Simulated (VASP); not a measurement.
Wanted: the native input for a VASP 6.6.1 run.

* Task: single point
* Functional: PBEsol
* Potentials or basis: VASP PAW PBE potentials, release 64 (Hf_pv)
* Cutoff: 520 eV
* k mesh: 18 × 18 × 10
* Occupations: gaussian, width 0.15 eV
* Spin: no spin polarisation
* Dipole correction: no
* Further INCAR settings: ALGO = Fast; EDIFF = 1e-06; NBANDS = 17

The structure of Hf lies in POSCAR:

```
Hf
1.0
    3.1966985242      0.0000000000      0.0000000000
   -1.5983492621      2.7684221302      0.0000000000
    0.0000000000      0.0000000000      5.0578000000
Hf
2
Direct
    0.3333333333      0.6666666667      0.2055142552
    0.6666666667      0.3333333333      0.7500000000
```

This cell differs from its parent crystal: atom 1 (Hf) moved by (+0.000, -0.225) A along [1 1 0] and z.

These files were run (other wordings do the same):

INCAR

```
SYSTEM = Hf
PREC     = Accurate       ! precision mode
ENCUT    = 520            ! plane-wave cutoff, eV
EDIFF    = 1E-6           ! SCF threshold, eV
ISMEAR   = 0              ! smearing method
SIGMA    = 0.15           ! smearing width, eV
LREAL    = .False.        ! projectors in reciprocal space
LASPH    = .True.         ! aspherical terms in the spheres
NELM     = 100            ! most SCF steps
ALGO     = Fast           ! electronic algorithm
ISIF     = 2              ! what is computed and relaxed
LWAVE    = .False.        ! write WAVECAR
LCHARG   = .False.        ! write CHGCAR
GGA      = PS             ! functional
NBANDS   = 17             ! bands
```

KPOINTS

```
regular mesh
0
Gamma
  18 18 10
  0 0 0
```

Potentials or basis: VASP PAW PBE potentials, release 64 (Hf_pv).

Launch:

```sh
$ cat potpaw_PBE.64/Hf_pv/POTCAR > POTCAR
$ mpirun -np 1 vasp_std > vasp.out
```

It gave:

- Pressure: -2.0 GPa
- Largest force: 1.108 eV/Å
- Band gap on the k mesh: zero (bands 10 and 11 overlap by 1.49 eV)

Caveat: the cell differs from its parent crystal (atom 1 (Hf) moved by (+0.000, -0.225) A along [1 1 0] and z); the PAW data sets were made with another functional, which shifts forces and pressure a little; spin-orbit coupling is left out, which moves the levels of the heavy elements.

Wall time 70 s on 1 thread of Intel(R) Xeon(R) 6975P-C (Granite Rapids) (shared host), peak memory 0.32 GiB.
